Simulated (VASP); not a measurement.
Mg4H, 5 atoms in the cell. The cell holds a slab with vacuum, 5 atoms: a = 3.184 Å, b = 3.184 Å, c = 26.708 Å, α = 90.00°, β = 90.00°, γ = 120.00°. 

| Property | Result |
| --- | --- |
| Program | VASP 6.6.1 |
| Task | single point |
| Functional | PBEsol |
| Potentials or basis | VASP PAW PBE potentials, release 64 (Mg, H) |
| Cutoff | 520 eV |
| k mesh | 9 × 9 × 1 |
| Occupations | gaussian, width 0.1 eV |
| Spin | no spin polarisation |
| Dipole correction | yes |
| Further INCAR settings | ALGO = Normal; EDIFF = 1e-06; NBANDS = 12 |

Potentials or basis: VASP PAW PBE potentials, release 64 (Mg, H).

Launch:

```sh
$ cat potpaw_PBE.64/Mg/POTCAR potpaw_PBE.64/H/POTCAR > POTCAR
$ mpirun -np 1 vasp_std > vasp.out
```

Hardware: 1 thread of Intel(R) Xeon(R) Platinum 8375C CPU @ 2.90GHz (Ice Lake) (shared host).

Question: Estimate the wall time of this run.

Answer: Run time: 2 min on 1 thread of Intel(R) Xeon(R) Platinum 8375C CPU @ 2.90GHz (Ice Lake), on a shared host, peak memory 0.35 GiB. Counts: scf iterations 24, k points 25.
